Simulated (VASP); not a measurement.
Crystal: Si5N3.

```
Si N
1.0
     3.30000    0.00000    0.00000
    -1.65000    2.85788    0.00000
     0.00000    0.00000   25.60000
Si N
10 6
Direct
  0.66667 0.33333 0.42970
  0.33333 0.66667 0.18750
  0.33333 0.66667 0.28130
  0.66667 0.33333 0.33590
  0.00000 0.00000 0.04690
  0.00000 0.00000 0.95310
  0.33333 0.66667 0.57030
  0.66667 0.33333 0.81250
  0.66667 0.33333 0.71870
  0.33333 0.66667 0.66410
  0.33333 0.66667 0.44530
  0.00000 0.00000 0.17190
  0.33333 0.66667 0.06250
  0.66667 0.33333 0.93750
  0.66667 0.33333 0.55470
  0.00000 0.00000 0.82810
```

| Item | Value |
| --- | --- |
| Program | VASP 6.6.1 |
| Task | relaxation of cell and atoms |
| Functional | PBE |
| Potentials or basis | VASP PAW PBE potentials, release 64 (Si, N) |
| Cutoff | 600 eV |
| k mesh | 6 × 6 × 1 |
| Occupations | gaussian, width 0.2 eV |
| Spin | no spin polarisation |

At the start: pressure -19.2 GPa; volume 15.09 Å³/atom.

Problem. How do energy, volume and symmetry change on relaxing?

Solution. Over 32 steps the energy falls by 366.2 meV/atom and the volume is 13.13 Å³/atom (-13.0 %); space group P-3m1 (No. 164, to 0.05 Å).

Step by step:
```
step  energy change (eV)  largest force (eV/Å)  pressure (GPa)  volume (Å³)
   1              0.0000                1.5302          -19.23       241.43
   2             -1.1515                6.3453           26.83       182.96
   3             -3.3196                1.9379           -0.45       205.70
   4             -4.5290                1.5729            1.33       198.57
   5             -0.9061                7.3446           25.34       177.05
   6             -4.9601                1.1074            4.05       194.08
   7             -5.5169                0.9606            4.21       194.07
   8             -5.5838                0.9004            4.60       193.99
   9             -5.7282                0.3190            1.66       197.78
  10             -5.7500                0.3119            0.06       200.10
  11             -5.7602                0.2534            0.10       200.33
  12             -5.7742                0.3300            0.27       201.02
  13             -5.7837                0.1504           -0.04       201.57
  14             -5.7877                0.2378           -0.42       202.25
  15             -5.7938                0.1716           -0.14       202.29
  16             -5.7988                0.1999            0.45       202.39
  17             -5.8038                0.1494            0.21       203.02
  18             -5.8053                0.2003           -0.03       203.69
  19             -5.8106                0.1493           -0.25       204.26
  20             -5.8182                0.1642           -0.90       205.97
  21             -5.8218                0.1629           -0.72       205.96
  22             -5.8303                0.1500           -0.18       205.95
  23             -5.8353                0.2525            0.92       205.91
  24             -5.8391                0.2253            0.88       206.30
  25             -5.8466                0.1465            0.77       207.49
  26             -5.8420                0.3854            0.61       209.86
  27             -5.8479                0.1881            0.72       208.28
  28             -5.8524                0.1367            0.24       209.06
  29             -5.8542                0.1228           -0.31       209.96
  30             -5.8563                0.0905           -0.16       209.98
  31             -5.8571                0.1109            0.03       210.01
  32             -5.8585                0.0691            0.06       210.06
```

Final structure:
```yaml
crystal:
  lattice:
    - [2.91003, 0.00000, 0.00000]
    - [-1.45501, 2.52016, 0.00000]
    - [0.00000, 0.00000, 28.64340]
  atoms:
    - { symbol: Si, position: [0.66667, 0.33333, 0.42246] }
    - { symbol: Si, position: [0.33333, 0.66667, 0.19509] }
    - { symbol: Si, position: [0.33333, 0.66667, 0.27889] }
    - { symbol: Si, position: [0.66667, 0.33333, 0.34037] }
    - { symbol: Si, position: [0.00000, 0.00000, 0.04194] }
    - { symbol: Si, position: [0.00000, 0.00000, 0.95806] }
    - { symbol: Si, position: [0.33333, 0.66667, 0.57754] }
    - { symbol: Si, position: [0.66667, 0.33333, 0.80491] }
    - { symbol: Si, position: [0.66667, 0.33333, 0.72111] }
    - { symbol: Si, position: [0.33333, 0.66667, 0.65963] }
    - { symbol: N, position: [0.33333, 0.66667, 0.44140] }
    - { symbol: N, position: [0.00000, 0.00000, 0.17595] }
    - { symbol: N, position: [0.33333, 0.66667, 0.06128] }
    - { symbol: N, position: [0.66667, 0.33333, 0.93872] }
    - { symbol: N, position: [0.66667, 0.33333, 0.55860] }
    - { symbol: N, position: [0.00000, 0.00000, 0.82405] }
```

Caveat: the k points lie up to 0.42 Å⁻¹ apart in the final cell; the relaxation stopped at a loose force limit of 0.08 eV/Å, so its end isn't a converged minimum.
